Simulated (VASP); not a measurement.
Here is a VASP 6.6.1 calculation.

Contents of INCAR:

```
PREC = Accurate
ENCUT = 520
EDIFF = 1E-6
ISMEAR = 0
SIGMA = 0.1
LREAL = F
LASPH = T
NELM = 100
ALGO = Normal
ISIF = 2
LWAVE = F
LCHARG = T
GGA = PE
LELF = T
LVHAR = T
NBANDS = 14
```

File KPOINTS:

```
regular mesh
0
Gamma
  16 16 16
```

File POSCAR:

```
HfN
1.0
    0.0000000000      2.2738954513      2.2738954513
    2.2738954513      0.0000000000      2.2738954513
    2.2738954513      2.2738954513      0.0000000000
Hf N
1 1
Direct
    0.0000000000      0.0000000000      0.0000000000
    0.5000000000      0.5000000000      0.5000000000
```

Potentials or basis: VASP PAW PBE potentials, release 64 (Hf_pv, N).

Run with:

```bash
$ cat potpaw_PBE.64/Hf_pv/POTCAR potpaw_PBE.64/N/POTCAR > POTCAR
$ mpirun -np 1 vasp_std > vasp.out
```

Predict the pressure.

-2.3 GPa.
